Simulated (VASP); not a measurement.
Input of a VASP 6.6.1 run:

The input INCAR:

```
SYSTEM = La2O3
ALGO = Normal
EDIFF = 1E-6
ENCUT = 520
GGA = PE
ISIF = 2
ISMEAR = 0
LASPH = .TRUE.
LCHARG = .FALSE.
LREAL = .FALSE.
LWAVE = .FALSE.
NBANDS = 28
NELM = 80
PREC = Accurate
SIGMA = 0.1
```

File KPOINTS:

```
k-points
0
G
  6 6 4
  0 0 0
```

File POSCAR:

```
La2O3
1.0
    3.9307778800      0.0000000000      0.0000000000
   -1.9653889400      3.4041535000      0.0000000000
    0.0000000000      0.0000000000      6.1119535200
La O
2 3
Direct
    0.6666666700      0.3333333300      0.7537643200
    0.3333333300      0.6666666700      0.2462356800
    0.6666666700      0.3333333300      0.3541093500
    0.3333333300      0.6666666700      0.6458906500
    0.0000000000      0.0000000000      0.0000000000
```

Potentials or basis: VASP PAW PBE potentials, release 64 (La, O).

Command:

```console
$ cat potpaw_PBE.64/La/POTCAR potpaw_PBE.64/O/POTCAR > POTCAR
$ mpirun -np 1 vasp_std > vasp.out
```

Task: Predict the pressure.

Result: 1.6 GPa.

Task: Estimate the band gap on the k mesh.

Result: 3.86 eV, indirect (least direct gap 3.98 eV).

Task: Predict the largest force.

Result: 0.012 eV/Å.

Stress tensor (GPa, compression positive):
```
1.50 0.00 0.00
0.00 1.50 0.00
0.00 0.00 1.83
```

Caveat: spin-orbit coupling is left out, which moves the levels of the heavy elements. Expect the measured gap to be larger: semilocal functionals such as PBE lack the derivative discontinuity.
